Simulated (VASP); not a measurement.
Crystal: C.

```
CELL_PARAMETERS angstrom
2.12732 -1.22828 0.00000
2.12732 1.22828 0.00000
-1.37907 0.00000 3.50283
ATOMIC_POSITIONS crystal
C 0.16664 0.16664 0.99991
C 0.83336 0.83336 0.00009
```

```yaml
Program: VASP 6.6.1
Task: relaxation of cell and atoms
Functional: LDA
Potentials_or_basis: VASP PAW LDA potentials, release 64 (C)
Cutoff: 600 eV
k_mesh: 13 × 13 × 8
Occupations: fermi-dirac, width 0.05 eV
Spin: no spin polarisation
```

At the start: pressure -3.8 GPa; volume 9.15 Å³/atom.

Where does the relaxation end?

Over 15 steps the energy falls by 3.8 meV/atom and the volume is 8.56 Å³/atom (-6.4 %); space group R-3m (No. 166, to 0.1 Å) before and after.

Step by step:
```
step  energy change (eV)  largest force (eV/Å)  pressure (GPa)  volume (Å³)
   1              0.0000                0.0035           -3.80        18.31
   2              0.0108                0.0075            8.01        17.74
   3             -0.0026                0.0016           -0.36        18.13
   4             -0.0026                0.0016           -0.30        18.13
   5             -0.0031                0.0030           -0.29        18.07
   6             -0.0044                0.0154           -0.23        17.89
   7             -0.0065                0.0407           -0.10        17.54
   8             -0.0070                0.0921            0.33        16.83
   9             -0.0075                0.0676            0.08        17.16
  10             -0.0063                0.3589           -0.39        17.08
  11             -0.0076                0.0448           -0.02        17.14
  12             -0.0075                0.0701           -0.20        17.11
  13             -0.0077                0.0027           -0.09        17.13
  14             -0.0077                0.0220            0.10        17.12
  15             -0.0077                0.0075           -0.01        17.13
```

Final structure:
```cif
data_structure
_symmetry_space_group_name_H-M 'P 1'
_symmetry_Int_Tables_number 1
_cell_length_a 2.4458
_cell_length_b 2.4458
_cell_length_c 3.5833
_cell_angle_alpha 109.528
_cell_angle_beta 109.528
_cell_angle_gamma 59.999
_cell_volume 17.13
loop_
_atom_site_label
_atom_site_type_symbol
_atom_site_fract_x
_atom_site_fract_y
_atom_site_fract_z
_atom_site_occupancy
C1 C 0.16663 0.16663 0.99983 1
C2 C 0.83337 0.83337 0.00017 1
```
